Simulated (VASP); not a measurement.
# CuI (F-43m) in VASP: a series of runs, part 2 of 2

VASP 6.6.1. The steps go on from the part before.

## (4) Single point, r2SCAN

Input file POSCAR:

```
CuI
1.0
    0.0000000000      3.0120290156      3.0120290156
    3.0120290156      0.0000000000      3.0120290156
    3.0120290156      3.0120290156      0.0000000000
Cu I
1 1
Direct
    0.0000000000      0.0000000000      0.0000000000
    0.2500000000      0.2500000000      0.2500000000
```

Input file INCAR.step1:

```
PREC = Accurate ; ENCUT = 520
ISMEAR = 0 ; SIGMA = 0.01
LREAL = False ; LASPH = True
NELM = 80 ; NBANDS = 16
GGA = PE ; ALGO = Normal
EDIFF = 1E-4 ; LWAVE = True
LCHARG = False
```

Input file INCAR.step2:

```
PREC = Accurate ; ENCUT = 520
EDIFF = 1E-7 ; ISMEAR = 0
SIGMA = 0.01 ; LREAL = False
LASPH = True ; NELM = 80
ALGO = Normal ; ISIF = 2
LWAVE = False ; LCHARG = False
METAGGA = R2SCAN ; LMIXTAU = True
NBANDS = 16 ; ISTART = 1
```

Input file KPOINTS:

```
regular mesh
0
Gamma
  6 6 6
```

Potentials or basis: VASP PAW PBE potentials, release 64 (Cu, I).

Command:

```sh
$ cat potpaw_PBE.64/Cu/POTCAR potpaw_PBE.64/I/POTCAR > POTCAR
$ cp INCAR.step1 INCAR
$ mpirun -np 1 vasp_std > vasp.out
$ cp INCAR.step2 INCAR
$ mpirun -np 1 vasp_std > vasp.out
```

OUTCAR:

```text
PREC = Accurate
   ENCUT = 520
   EDIFF = 1E-7
   ISMEAR = 0
   LREAL = False
   LASPH = True
   NELM = 80
   ISIF = 2
   METAGGA = R2SCAN
   ISTART = 1

 ion  position               nearest neighbor table
   1  0.000  0.000  0.000-   2 2.61   2 2.61   2 2.61   2 2.61
   2  0.250  0.250  0.250-   1 2.61   1 2.61   1 2.61   1 2.61

  LATTYP: Found a face centered cubic cell.
 ALAT       =     6.0240580312

  Lattice vectors:

 A1 = (   0.0000000000,   3.0120290156,   3.0120290156)
[... 479 lines left out ...]
------------------------ aborting loop because EDIFF is reached ----------------------------------------

  FORCE on cell =-STRESS in cart. coord.  units (eV):
  Direction    XX          YY          ZZ          XY          YZ          ZX
  --------------------------------------------------------------------------------------
  -------------------------------------------------------------------------------------
  Total       -0.0140346     -0.0140346     -0.0140346     -0.0000000      0.0000000      0.0000000
  in kB       -0.4114369     -0.4114369     -0.4114369     -0.0000000      0.0000000      0.0000000
  external PRESSURE =      -0.4114369 kB  Pullay stress =       0.0000000 kB

 VOLUME and BASIS-vectors are now :
 -----------------------------------------------------------------------------
  energy-cutoff  :      520.00
  volume of cell :       54.65
      direct lattice vectors                 reciprocal lattice vectors
     0.000000000  3.012029016  3.012029016    -0.166001057  0.166001057  0.166001057
     3.012029016  0.000000000  3.012029016     0.166001057 -0.166001057  0.166001057
     3.012029016  3.012029016  0.000000000     0.166001057  0.166001057 -0.166001057

 POSITION                                       TOTAL-FORCE (eV/Angst)
 -----------------------------------------------------------------------------------
      0.00000      0.00000      0.00000         0.000000      0.000000      0.000000
      1.50601      1.50601      1.50601        -0.000000     -0.000000     -0.000000
 -----------------------------------------------------------------------------------
    total drift:                                0.000010      0.000010      0.000010

  FREE ENERGIE OF THE ION-ELECTRON SYSTEM (eV)
  ---------------------------------------------------
  free  energy   TOTEN  =       -35.7937396838 eV

  energy  without entropy=      -35.7937396838  energy(sigma->0) =      -35.79373968
```

OSZICAR.step1:

```text
N       E                     dE             d eps       ncg     rms          rms(c)
DAV:   1     0.100117339726E+03    0.10012E+03   -0.79155E+03   512   0.119E+03
DAV:   2     0.803309968257E+00   -0.99314E+02   -0.90576E+02   544   0.224E+02
DAV:   3    -0.557233641940E+01   -0.63756E+01   -0.62941E+01   704   0.643E+01
DAV:   4    -0.577621006377E+01   -0.20387E+00   -0.20383E+00   672   0.101E+01
DAV:   5    -0.578278075223E+01   -0.65707E-02   -0.65707E-02   760   0.181E+00    0.536E+00
DAV:   6    -0.570468028392E+01    0.78100E-01   -0.27552E+00   536   0.450E+01    0.348E+00
DAV:   7    -0.555533921526E+01    0.14934E+00   -0.66253E-01   568   0.269E+01    0.175E+00
DAV:   8    -0.555662784666E+01   -0.12886E-02   -0.35986E-02   800   0.266E+00    0.436E-01
DAV:   9    -0.555420802273E+01    0.24198E-02   -0.92832E-03   648   0.285E+00    0.127E-01
DAV:  10    -0.555439211303E+01   -0.18409E-03   -0.58031E-04   608   0.182E-01    0.415E-02
DAV:  11    -0.555439925276E+01   -0.71397E-05   -0.19295E-04   608   0.398E-01
   1 F= -.55543993E+01 E0= -.55543993E+01  d E =-.945194E-16
```

Run time: 1.9 min. Hardware: 1 thread of Oxide Virtual Turin-like, shared host; peak memory 0.16 GiB.

What came out:

```yaml
Free_energy: -35.7937 eV
Pressure: 0.0 GPa
Band_gap_on_the_k_mesh: 1.67 eV
```

Caveat: the PAW data sets were made with another functional, which shifts forces and pressure a little; spin-orbit coupling is left out, which moves the levels of the heavy elements.

## (5) Single point, HSE06

POSCAR is that of step 4.

Input file INCAR.step1:

```
ALGO = Normal
EDIFF = 1E-5
ENCUT = 520
GGA = PE
ISIF = 2
ISMEAR = 0
LASPH = T
LCHARG = F
LREAL = F
LWAVE = T
NBANDS = 16
NELM = 60
PREC = Accurate
SIGMA = 0.01
```

Input file INCAR.step2:

```
ALGO = Normal
EDIFF = 1E-7
ENCUT = 520
GGA = PE
HFSCREEN = 0.2079
ISIF = 2
ISMEAR = 0
ISTART = 1
LASPH = T
LCHARG = F
LHFCALC = T
LREAL = F
LWAVE = F
NBANDS = 16
NELM = 60
PREC = Accurate
PRECFOCK = Normal
SIGMA = 0.01
```

Input file KPOINTS:

```
k-points
0
Gamma
  4 4 4
```

Command:

```sh
$ cat potpaw_PBE.64/Cu/POTCAR potpaw_PBE.64/I/POTCAR > POTCAR
$ cp INCAR.step1 INCAR
$ mpirun -np 1 vasp_std > vasp.out
$ cp INCAR.step2 INCAR
$ mpirun -np 1 vasp_std > vasp.out
```

Wall time 14 min (1 thread of Oxide Virtual Turin-like, shared host); peak memory 0.26 GiB.

The run converged. Its results:

- Free energy: -6.4281 eV
- Pressure: 1.5 GPa
- Band gap on the k mesh: 2.63 eV

Levels at points of the mesh, in eV from the valence-band top:
```csv
k point,band 5,band 6,band 7,band 8,band 9,band 10,band 11,band 12,band 13,band 14
"(0.00, 0.00, 0.00)",-2.57,-2.57,0.00,0.00,0.00,2.63,6.27,6.27,6.27,9.90
"(0.50, 0.00, 0.00)",-2.55,-2.55,-2.49,-0.86,-0.86,3.60,6.78,6.78,8.84,10.86
"(0.50, 0.50, 0.00)",-2.57,-2.49,-2.37,-2.01,-2.01,3.84,4.24,11.00,11.66,11.66
```

Caveat: the k points lie up to 0.45 Å⁻¹ apart; the PAW data sets were made with another functional, which shifts forces and pressure a little; spin-orbit coupling is left out, which moves the levels of the heavy elements.

## (6) Single point, PBE-based screened hybrid with 30 % exact exchange

POSCAR is that of step 5.

Input file INCAR.step1:

```
SYSTEM = CuI
PREC     = Accurate       ! precision mode
ENCUT    = 520            ! plane-wave cutoff, eV
EDIFF    = 1E-5           ! SCF threshold, eV
ISMEAR   = 0              ! smearing method
SIGMA    = 0.01           ! smearing width, eV
LREAL    = .False.        ! projectors in reciprocal space
LASPH    = .True.         ! aspherical terms in the spheres
NELM     = 80             ! most SCF steps
ALGO     = Normal         ! electronic algorithm
ISIF     = 2              ! what is computed and relaxed
LWAVE    = .True.         ! write WAVECAR
LCHARG   = .False.        ! write CHGCAR
GGA      = PE             ! functional
NBANDS   = 16             ! bands
```

Input file INCAR.step2:

```
SYSTEM = CuI
PREC     = Accurate       ! precision mode
ENCUT    = 520            ! plane-wave cutoff, eV
EDIFF    = 1E-7           ! SCF threshold, eV
ISMEAR   = 0              ! smearing method
SIGMA    = 0.01           ! smearing width, eV
LREAL    = .False.        ! projectors in reciprocal space
LASPH    = .True.         ! aspherical terms in the spheres
NELM     = 80             ! most SCF steps
ALGO     = Normal         ! electronic algorithm
ISIF     = 2              ! what is computed and relaxed
LWAVE    = .False.        ! write WAVECAR
LCHARG   = .False.        ! write CHGCAR
GGA      = PE             ! functional
LHFCALC  = .True.         ! exact exchange
AEXX     = 0.3            ! exact-exchange fraction
HFSCREEN = 0.5            ! screening, 1/A
PRECFOCK = Normal       
ISTART   = 1            
NBANDS   = 16             ! bands
```

Input file KPOINTS:

```
regular mesh
0
Gamma
  4 4 4
  0 0 0
```

Potentials or basis: VASP PAW PBE potentials, release 64 (Cu, I).

Command:

```sh
$ cat potpaw_PBE.64/Cu/POTCAR potpaw_PBE.64/I/POTCAR > POTCAR
$ cp INCAR.step1 INCAR
$ mpirun -np 1 vasp_std > vasp.out
$ cp INCAR.step2 INCAR
$ mpirun -np 1 vasp_std > vasp.out
```

Run time: 10 min. Hardware: 1 thread of Oxide Virtual Turin-like, shared host; peak memory 0.25 GiB.

It converged, with:

```
Free energy            : -6.0271 eV
Pressure               : 1.9 GPa
Band gap on the k mesh : 2.27 eV
```

Levels at points of the mesh, in eV from the valence-band top:
| k point | band 5 | band 6 | band 7 | band 8 | band 9 | band 10 | band 11 | band 12 | band 13 | band 14 |
| --- | --- | --- | --- | --- | --- | --- | --- | --- | --- | --- |
| (0.00, 0.00, 0.00) | -2.50 | -2.50 | 0.00 | 0.00 | 0.00 | 2.27 | 5.88 | 5.88 | 5.88 | 9.47 |
| (0.50, 0.00, 0.00) | -2.48 | -2.48 | -2.42 | -0.83 | -0.83 | 3.22 | 6.38 | 6.38 | 8.43 | 10.41 |
| (0.50, 0.50, 0.00) | -2.49 | -2.42 | -2.30 | -1.94 | -1.94 | 3.48 | 3.85 | 10.54 | 11.18 | 11.18 |

Caveat: the k points lie up to 0.45 Å⁻¹ apart; the PAW data sets were made with another functional, which shifts forces and pressure a little; spin-orbit coupling is left out, which moves the levels of the heavy elements.

## (7) Overview

```tsv
level	potentials or basis	k mesh	grid for exact exchange (PRECFOCK)	share of exact exchange	screening parameter	gap on the mesh (eV)	pressure (GPa)
PBEsol	VASP PAW PBE potentials, release 64 (Cu, I)	6 × 6 × 6	-	-	-	1.08	-1.4
LDA	VASP PAW LDA potentials, release 64 (Cu, I)	6 × 6 × 6	-	-	-	1.05	-3.6
r2SCAN	VASP PAW PBE potentials, release 64 (Cu, I)	6 × 6 × 6	-	-	-	1.67	0.0
HSE06	VASP PAW PBE potentials, release 64 (Cu, I)	4 × 4 × 4	Normal	0.25	0.2079 1/Å	2.63	1.5
PBE-based screened hybrid with 30 % exact exchange	VASP PAW PBE potentials, release 64 (Cu, I)	4 × 4 × 4	Normal	0.3	0.5 1/Å	2.27	1.9
```

Alike in all rows: task single point; no spin polarisation; cell as given; cutoff (eV) 520; smearing gaussian 0.01 eV.

Caveats: some runs use coarse meshes; spin-orbit coupling is left out, which moves the levels of the heavy elements; the PAW data sets were made with another functional, which shifts forces and pressure a little (at least some runs); the cell stands under tension (at least some runs).

Absolute energies hang on the potentials; compare differences alone.
